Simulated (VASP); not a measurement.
# Zr2HS4 in VASP: notebook

Zr2HS4 is run at these levels: PBE+D3(BJ); tasks: single point.

Program: VASP 6.6.1. These are calculated values, not measurements. Logs are shortened: lines on timing, memory, paths and dates and some standing lists are left out, and cuts for length are marked.

### 1 The cell of the first run

The cell holds a slab with vacuum, 14 atoms: a = 7.298 Å, b = 7.298 Å, c = 20.917 Å, α = 90.00°, β = 90.00°, γ = 120.00°.

### 2 Single point, PBE+D3(BJ)

INCAR reads:

```
PREC     = Accurate       # precision mode
ENCUT    = 400            # plane-wave cutoff, eV
EDIFF    = 1E-6           # SCF threshold, eV
ISMEAR   = 0              # smearing method
SIGMA    = 0.05           # smearing width, eV
LREAL    = F              # projectors in reciprocal space
LASPH    = T              # aspherical terms in the spheres
NELM     = 120            # most SCF steps
ALGO     = Normal         # electronic algorithm
ISIF     = 2              # what is computed and relaxed
LWAVE    = F              # write WAVECAR
LCHARG   = T              # write CHGCAR
LDIPOL   = T            
IDIPOL   = 3            
DIPOL    = 0.5 0.5 0.276
GGA      = PE             # functional
IVDW     = 12             # dispersion correction
LELF     = T              # ELF
LVHAR    = T            
LVACPOTAV= T            
NBANDS   = 62             # bands
GGA_COMPAT= F            
NELMDL   = -8
```

KPOINTS reads:

```
Automatic mesh
0
Gamma
  6 6 1
```

POSCAR reads:

```
Zr2HS4
1.0
    7.2976778227      0.0000000000      0.0000000000
   -3.6488389114      6.3199743831      0.0000000000
    0.0000000000      0.0000000000     20.9171506047
S Zr H
8 4 2
Direct
    0.3333333333      0.1666666667      0.1912306354
    0.3333333333      0.6666666667      0.1912306354
    0.8333333333      0.1666666667      0.1912306354
    0.8333333333      0.6666666667      0.1912306354
    0.1666666667      0.3333333333      0.3306927762
    0.1666666667      0.8333333333      0.3306927762
    0.6666666667      0.3333333333      0.3306927762
    0.6666666667      0.8333333333      0.3306927762
    0.0000000000      0.0000000000      0.2609617058
    0.0000000000      0.5000000000      0.2609617058
    0.5000000000      0.0000000000      0.2609617058
    0.5000000000      0.5000000000      0.2609617058
    0.2449231649      0.7550768351      0.3675046736
    0.4217435018      0.5782564982      0.3675046736
```

Potentials or basis: VASP PAW PBE potentials, release 64 (S, Zr_sv, H).

Command:

```bash
$ cat potpaw_PBE.64/S/POTCAR potpaw_PBE.64/Zr_sv/POTCAR potpaw_PBE.64/H/POTCAR > POTCAR
$ mpirun -np 1 vasp_std > vasp.out
```

OUTCAR:

```text
PREC = Accurate
   ENCUT = 400
   EDIFF = 1E-6
   ISMEAR = 0
   LREAL = F
   LASPH = T
   NELM = 120
   ISIF = 2
   GGA = PE
   IVDW = 12
   NELMDL = -8
 IVDW          = 12

 ion  position               nearest neighbor table
   1  0.333  0.167  0.191-   9 2.56  12 2.56  11 2.56
   2  0.333  0.667  0.191-  10 2.56  11 2.56  12 2.56
   3  0.833  0.167  0.191-  11 2.56  10 2.56   9 2.56
   4  0.833  0.667  0.191-  12 2.56   9 2.56  10 2.56
   5  0.167  0.333  0.331-  12 2.56   9 2.56  10 2.56
   6  0.167  0.833  0.331-  13 1.25  11 2.56  10 2.56   9 2.56
   7  0.667  0.333  0.331-  10 2.56  11 2.56  12 2.56
   8  0.667  0.833  0.331-   9 2.56  12 2.56  11 2.56
   9  0.000  0.000  0.261-   1 2.56   8 2.56   5 2.56   4 2.56   6 2.56   3 2.56  12 3.65  12 3.65
                            11 3.65  11 3.65  10 3.65  10 3.65
  10  0.000  0.500  0.261-   2 2.56   7 2.56   6 2.56   3 2.56   4 2.56   5 2.56  11 3.65  11 3.65
                            12 3.65  12 3.65   9 3.65   9 3.65
  11  0.500  0.000  0.261-   3 2.56   6 2.56   2 2.56   7 2.56   1 2.56   8 2.56  10 3.65  10 3.65
                             9 3.65   9 3.65  12 3.65  12 3.65
  12  0.500  0.500  0.261-   4 2.56   5 2.56   1 2.56   8 2.56   7 2.56   2 2.56   9 3.65   9 3.65
                            10 3.65  10 3.65  11 3.65  11 3.65
  13  0.245  0.755  0.368-   6 1.25
  14  0.422  0.578  0.368-

  LATTYP: Found a hexagonal cell.
 ALAT       =     7.2976778227
 C/A-ratio  =     2.8662748771

  Lattice vectors:

 A1 = (   7.2976778227,   0.0000000000,   0.0000000000)
 A2 = (  -3.6488389114,   6.3199743831,   0.0000000000)
 A3 = (   0.0000000000,   0.0000000000,  20.9171506047)

Analysis of symmetry for initial positions (statically):
=====================================================================
 Subroutine PRICEL returns:
 Original cell was already a primitive cell.

 Routine SETGRP: Setting up the symmetry group for a
 hexagonal supercell.

 Subroutine GETGRP returns: Found  2 space group operations
 (whereof  2 operations were pure point group operations)
 out of a pool of 24 trial point group operations.

The static configuration has the point symmetry C_1h.

Analysis of symmetry for dynamics (positions and initial velocities):
=====================================================================
 Subroutine PRICEL returns:
 Original cell was already a primitive cell.

 Routine SETGRP: Setting up the symmetry group for a
 hexagonal supercell.

 Subroutine GETGRP returns: Found  2 space group operations
 (whereof  2 operations were pure point group operations)
 out of a pool of 24 trial point group operations.

The dynamic configuration has the point symmetry C_1h.

 Subroutine INISYM returns: Found  2 space group operations
 (whereof  2 operations are pure point group operations),
 and found     1 'primitive' translations

----------------------------------------------------------------------------------------

                                     Primitive cell

  volume of cell :     964.7228

  direct lattice vectors                    reciprocal lattice vectors
     7.297677823  0.000000000  0.000000000     0.137029891  0.079114245  0.000000000
    -3.648838911  6.319974383  0.000000000     0.000000000  0.158228489  0.000000000
     0.000000000  0.000000000 20.917150605     0.000000000  0.000000000  0.047807659

  length of vectors
     7.297677823  7.297677823 20.917150605     0.158228489  0.158228489  0.047807659

  position of ions in fractional coordinates (direct lattice)
     0.333333333  0.166666667  0.191230635
     0.333333333  0.666666667  0.191230635
     0.833333333  0.166666667  0.191230635
     0.833333333  0.666666667  0.191230635
     0.166666667  0.333333333  0.330692776
     0.166666667  0.833333333  0.330692776
     0.666666667  0.333333333  0.330692776
     0.666666667  0.833333333  0.330692776
     0.000000000  0.000000000  0.260961706
     0.000000000  0.500000000  0.260961706
     0.500000000  0.000000000  0.260961706
     0.500000000  0.500000000  0.260961706
     0.244923165  0.755076835  0.367504674
[... 26 lines left out ...]

 Generating k-lattice:

  Cartesian coordinates                     Fractional coordinates (reciprocal lattice)
     0.022838315  0.013185707  0.000000000     0.166666667  0.000000000  0.000000000
     0.000000000  0.026371415  0.000000000     0.000000000  0.166666667  0.000000000
     0.000000000  0.000000000  0.047807659     0.000000000  0.000000000  1.000000000

  Length of vectors
     0.026371415  0.026371415  0.047807659

  Shift w.r.t. Gamma in fractional coordinates (k-lattice)
     0.000000000  0.000000000  0.000000000

 Subroutine IBZKPT returns following result:
 ===========================================

 Found     13 irreducible k-points:

 Following reciprocal coordinates:
            Coordinates               Weight
  0.000000  0.000000  0.000000      1.000000
  0.166667  0.000000  0.000000      4.000000
 -0.166667  0.166667  0.000000      2.000000
  0.333333  0.000000  0.000000      4.000000
 -0.333333  0.333333  0.000000      2.000000
  0.500000  0.000000  0.000000      2.000000
  0.500000  0.500000  0.000000      1.000000
  0.166667  0.166667  0.000000      2.000000
 -0.166667  0.333333  0.000000      4.000000
  0.333333  0.166667  0.000000      4.000000
 -0.166667  0.500000  0.000000      4.000000
  0.500000  0.333333  0.000000      4.000000
  0.333333  0.333333  0.000000      2.000000
   k-points           NKPTS =     13   k-points in BZ     NKDIM =     13   number of bands    NBANDS=     62
   number of dos      NEDOS =    301   number of ions     NIONS =     14
   total plane-waves  NPLWV = 322560
   dimension x,y,z NGX =    48 NGY =   48 NGZ =  140
   dimension x,y,z NGXF=    96 NGYF=   96 NGZF=  280
   ions per type =               8   4   2
   NGX,Y,Z   is equivalent  to a cutoff of  10.93, 10.93, 11.13 a.u.
   NGXF,Y,Z  is equivalent  to a cutoff of  21.87, 21.87, 22.25 a.u.
 SYSTEM =  unknown system
   PREC   = accura    normal or accurate (medium, high low for compatibility)
   ISTART =      0    job   : 0-new  1-cont  2-samecut
   ICHARG =      2    charge: 1-file 2-atom 10-const
   ISPIN  =      1    spin polarized calculation?
   LNONCOLLINEAR =      F non collinear calculations
   LSORBIT =      F    spin-orbit coupling
   LASPH  =      T    aspherical Exc in radial PAW
   ENCUT  =  400.0 eV  29.40 Ry    5.42 a.u.  11.90 11.90 34.11*2*pi/ulx,y,z
   NELM   =    120;   NELMIN=  2; NELMDL= -8     # of ELM steps
   EDIFF  = 0.1E-05   stopping-criterion for ELM
   LREAL  =      F    real-space projection
[... 7 lines left out ...]
   TEBEG  =    0.0;   TEEND  =   0.0 temperature during run
   PSTRESS=    0.0 pullay stress
   NELECT =      98.0000    total number of electrons
   NUPDOWN=      -1.0000    fix difference up-down
   EMIN   =  10.00;   EMAX   =-10.00  energy-range for DOS
   EFERMI =   0.00;   METHOD = LEGACY
   ISMEAR =     0;   SIGMA  =   0.05  broadening in eV -4-tet -1-fermi 0-gaus
   EFERMI_NEDOS =   21; number of points for ismear=-14 and -15
   IALGO  =     38    algorithm
   IMIX   =      4    mixing-type and parameters
     AMIX     =   0.40;   BMIX     =  1.00
     AMIX_MAG =   1.60;   BMIX_MAG =  1.00
  volume/ion in A,a.u.               =      68.91       465.02
  Fermi-wavevector in a.u.,A,eV,Ry     =   0.763864  1.443494  7.938838  0.583488
  Thomas-Fermi vector in A             =   1.863639
   LORBIT       =      0    0 simple, 1 ext, 2 COOP (PROOUT), +10 PAW based schemes
   GGA     = PE    functional components
   LHFCALC =     F    Hartree Fock is set to
   AEXX    =    0.0000 exact exchange contribution
   IVDW    =    12    specifies the selected vdW correction
   LEPSILON=     F    determine dielectric tensor
   LRPA    =     F    only Hartree local field effects (RPA)
 non-spin polarized calculation
 Gauss-broadening in eV      SIGMA  =   0.05
  energy-cutoff  :      400.00
  volume of cell :      964.72
 maximum number of plane-waves:     17598
   NGX = 23   NGY = 23   NGZ = 69

 number of electron      98.0000015 magnetization

 dipolmoment           0.000000      0.000000     -0.236640 electrons x Angstroem

 Free energy of the ion-electron system (eV)
  ---------------------------------------------------
  ext. energy  EPLUGINS =         0.00000000
  ---------------------------------------------------
  free energy    TOTEN  =       -89.05870867 eV

  energy without entropy =      -89.04638945  energy(sigma->0) =      -89.05254906

 E-fermi :  -1.8325     XC(G=0):  -3.2189

 val. band max:       -1.8327977852   @ k =  -0.1667   0.1667   0.0000
 cond. band min:      -1.8194206185   @ k =   0.1667   0.0000   0.0000
 fundamental gap:      0.0133771667
 Fermi energy:        -1.8325378732

 k-point     1 :       0.0000    0.0000    0.0000
  band No.  band energies     occupation
      1     -51.6942      2.00000
      2     -51.6791      2.00000
      3     -51.5693      2.00000
      4     -51.5598      2.00000
      5     -29.9132      2.00000
      6     -29.8840      2.00000
[... 821 lines left out ...]
     60       0.5739      0.00000
     61       0.6196      0.00000
 [bands above 61 left out]

------------------------ aborting loop because EDIFF is reached ----------------------------------------

 Edisp (eV)   -3.12784

 E8    (eV) :    -1.3938

  FORCE on cell =-STRESS in cart. coord.  units (eV):
  Direction    XX          YY          ZZ          XY          YZ          ZX
  --------------------------------------------------------------------------------------
  -------------------------------------------------------------------------------------
  Total       0.77964     0.14663     5.38859    -0.54820    -0.93027     1.61128
  in kB       1.29479     0.24351     8.94919    -0.91043    -1.54496     2.67595
  external pressure =        3.50 kB  Pullay stress =        0.00 kB

 VOLUME and BASIS-vectors are now :
 -----------------------------------------------------------------------------
  energy-cutoff  :      400.00
  volume of cell :      964.72
      direct lattice vectors                 reciprocal lattice vectors
     7.297677823  0.000000000  0.000000000     0.137029891  0.079114245  0.000000000
    -3.648838911  6.319974383  0.000000000     0.000000000  0.158228489  0.000000000
     0.000000000  0.000000000 20.917150605     0.000000000  0.000000000  0.047807659

 POSITION                                       TOTAL-FORCE (eV/Angst)
 -----------------------------------------------------------------------------------
      1.82442      1.05333      4.00000        -0.175975     -0.005552      0.078502
     -0.00000      4.21332      4.00000        -0.069184      0.039943      0.024951
      5.47326      1.05333      4.00000         0.181329     -0.104690     -0.034196
      3.64884      4.21332      4.00000        -0.083179      0.155175      0.078502
      0.00000      2.10666      6.91715        -0.502983      0.421512      0.858909
     -1.82442      5.26665      6.91715        -1.692343      0.977075     -0.646119
      3.64884      2.10666      6.91715         0.029234     -0.016878      0.333205
      1.82442      5.26665      6.91715        -0.616531      0.224840      0.858909
      0.00000      0.00000      5.45858        -0.751107      0.433652     -0.998249
     -1.82442      3.15999      5.45858         0.024573     -1.110289     -1.034679
      3.64884      0.00000      5.45858         0.973825      0.533863     -1.034679
      1.82442      3.15999      5.45858         0.232943     -0.134490     -0.215967
     -0.96778      4.77207      7.68715         2.005982     -1.158154      2.596778
      0.96778      3.65457      7.68715         0.443417     -0.256007     -0.865865
 -----------------------------------------------------------------------------------
    total drift:                               -0.000020      0.000012      0.000675

  FREE ENERGIE OF THE ION-ELECTRON SYSTEM (eV)
  ---------------------------------------------------
  free  energy   TOTEN  =       -92.1865450397 eV

  energy  without entropy=      -92.1742258195  energy(sigma->0) =      -92.18038543

 vacuum level on the upper side and lower side of the slab         2.619         3.547
```

Wall time 19 min (1 thread of Intel Xeon Platinum 8375C at 2.90GHz (Ice Lake), shared host); peak memory 0.91 GiB.

What came out:

```yaml
Free_energy: -92.1865 eV
Largest_force: 3.480 eV/Å
Band_gap_on_the_k_mesh: zero (bands 49 and 50 overlap by 0.16 eV)
Dispersion_energy_per_atom: -0.223 eV
```

Forces on the atoms (eV/Å):
```
S   -0.176 -0.006  0.079
S   -0.069  0.040  0.025
S    0.181 -0.105 -0.034
S   -0.083  0.155  0.079
S   -0.503  0.422  0.859
S   -1.692  0.977 -0.646
S    0.029 -0.017  0.333
S   -0.617  0.225  0.859
Zr  -0.751  0.434 -0.998
Zr   0.025 -1.110 -1.035
Zr   0.974  0.534 -1.035
Zr   0.233 -0.134 -0.216
H    2.006 -1.158  2.597
H    0.443 -0.256 -0.866
```

### 3 Single point, PBE+D3(BJ)

INCAR reads:

```
SYSTEM = Zr2HS4
PREC     = Accurate       ! precision mode
ENCUT    = 400            ! plane-wave cutoff, eV
EDIFF    = 1E-6           ! SCF threshold, eV
ISMEAR   = 0              ! smearing method
SIGMA    = 0.05           ! smearing width, eV
LREAL    = .FALSE.        ! projectors in reciprocal space
LASPH    = .TRUE.         ! aspherical terms in the spheres
NELM     = 120            ! most SCF steps
ALGO     = Normal         ! electronic algorithm
ISIF     = 2              ! what is computed and relaxed
LWAVE    = .FALSE.        ! write WAVECAR
LCHARG   = .FALSE.        ! write CHGCAR
LDIPOL   = .TRUE.       
IDIPOL   = 3            
DIPOL    = 0.5 0.5 0.296
GGA      = PE             ! functional
IVDW     = 12             ! dispersion correction
NBANDS   = 62             ! bands
GGA_COMPAT= .FALSE.      
NELMDL   = -8
```

KPOINTS reads:

```
Automatic mesh
0
G
  6 6 1
  0 0 0
```

POSCAR, as its differences from that of step 2:

```diff
@@ -20,3 +20,3 @@
     0.5000000000      0.5000000000      0.2609617058
-    0.2449231649      0.7550768351      0.3675046736
-    0.4217435018      0.5782564982      0.3675046736
+    0.3036654916      0.6963345084      0.5028003481
+    0.3630011751      0.6369988249      0.5028003481
```

Potentials or basis: VASP PAW PBE potentials, release 64 (S, Zr_sv, H).

Command:

```bash
$ cat potpaw_PBE.64/S/POTCAR potpaw_PBE.64/Zr_sv/POTCAR potpaw_PBE.64/H/POTCAR > POTCAR
$ mpirun -np 1 vasp_std > vasp.out
```

OUTCAR:

```text
SYSTEM = Zr2HS4
   PREC = Accurate
   ENCUT = 400
   EDIFF = 1E-6
   ISMEAR = 0
   LREAL = .FALSE.
   LASPH = .TRUE.
   NELM = 120
   ISIF = 2
   GGA = PE
   IVDW = 12
   NELMDL = -8
 IVDW          = 12

 ion  position               nearest neighbor table
   1  0.333  0.167  0.191-   9 2.56  12 2.56  11 2.56
   2  0.333  0.667  0.191-  10 2.56  11 2.56  12 2.56
   3  0.833  0.167  0.191-  11 2.56  10 2.56   9 2.56
   4  0.833  0.667  0.191-  12 2.56   9 2.56  10 2.56
   5  0.167  0.333  0.331-  12 2.56   9 2.56  10 2.56
   6  0.167  0.833  0.331-  11 2.56  10 2.56   9 2.56
   7  0.667  0.333  0.331-  10 2.56  11 2.56  12 2.56
   8  0.667  0.833  0.331-   9 2.56  12 2.56  11 2.56
   9  0.000  0.000  0.261-   1 2.56   8 2.56   5 2.56   4 2.56   6 2.56   3 2.56  12 3.65  12 3.65
                            11 3.65  11 3.65  10 3.65  10 3.65
  10  0.000  0.500  0.261-   2 2.56   7 2.56   6 2.56   3 2.56   4 2.56   5 2.56  11 3.65  11 3.65
                            12 3.65  12 3.65   9 3.65   9 3.65
  11  0.500  0.000  0.261-   3 2.56   6 2.56   2 2.56   7 2.56   1 2.56   8 2.56  10 3.65  10 3.65
                             9 3.65   9 3.65  12 3.65  12 3.65
[... 1055 lines left out ...]
  --------------------------------------------------------------------------------------
  -------------------------------------------------------------------------------------
  Total      -0.34534    -0.34348    -0.34091     0.00162     0.00161    -0.00280
  in kB      -0.57354    -0.57044    -0.56617     0.00269     0.00268    -0.00464
  external pressure =       -0.57 kB  Pullay stress =        0.00 kB

 VOLUME and BASIS-vectors are now :
 -----------------------------------------------------------------------------
  energy-cutoff  :      400.00
  volume of cell :      964.72
      direct lattice vectors                 reciprocal lattice vectors
     7.297677823  0.000000000  0.000000000     0.137029891  0.079114245  0.000000000
    -3.648838911  6.319974383  0.000000000     0.000000000  0.158228489  0.000000000
     0.000000000  0.000000000 20.917150605     0.000000000  0.000000000  0.047807659

 POSITION                                       TOTAL-FORCE (eV/Angst)
 -----------------------------------------------------------------------------------
      1.82442      1.05333      4.00000         0.000934     -0.000292     -0.009917
     -0.00000      4.21332      4.00000        -0.000637      0.000368     -0.008335
      5.47326      1.05333      4.00000        -0.000809      0.000467     -0.009140
      3.64884      4.21332      4.00000         0.000720     -0.000663     -0.009917
      0.00000      2.10666      6.91715         0.000066      0.002265      0.014580
     -1.82442      5.26665      6.91715         0.001992     -0.001150      0.017626
      3.64884      2.10666      6.91715        -0.000016      0.000009      0.013296
      1.82442      5.26665      6.91715        -0.001929     -0.001189      0.014580
      0.00000      0.00000      5.45858        -0.001889      0.001091      0.001742
     -1.82442      3.15999      5.45858         0.002840     -0.000577      0.002439
      3.64884      0.00000      5.45858         0.001920     -0.002171      0.002439
      1.82442      3.15999      5.45858        -0.002693      0.001555      0.003213
     -0.32476      4.40082     10.51715        -0.035288      0.020373     -0.016554
      0.32476      4.02582     10.51715         0.034790     -0.020086     -0.016052
 -----------------------------------------------------------------------------------
    total drift:                                0.000000     -0.000000      0.000541

  FREE ENERGIE OF THE ION-ELECTRON SYSTEM (eV)
  ---------------------------------------------------
  free  energy   TOTEN  =       -95.4600569987 eV

  energy  without entropy=      -95.4600569987  energy(sigma->0) =      -95.46005700

 vacuum level on the upper side and lower side of the slab         3.044         3.073
```

Run time: 20 min. Hardware: 1 thread of Oxide Virtual Turin-like, shared host; peak memory 0.87 GiB.

What came out:

- Free energy: -95.4601 eV
- Largest force: 0.044 eV/Å
- Band gap on the k mesh: 1.10 eV
- Dispersion energy per atom: -0.213 eV

Forces on the atoms (eV/Å):
```
S    0.001  0.000 -0.010
S   -0.001  0.000 -0.008
S   -0.001  0.000 -0.009
S    0.001 -0.001 -0.010
S    0.000  0.002  0.015
S    0.002 -0.001  0.018
S    0.000  0.000  0.013
S   -0.002 -0.001  0.015
Zr  -0.002  0.001  0.002
Zr   0.003 -0.001  0.002
Zr   0.002 -0.002  0.002
Zr  -0.003  0.002  0.003
H   -0.035  0.020 -0.017
H    0.035 -0.020 -0.016
```

(Continued in part 2 of 2.)
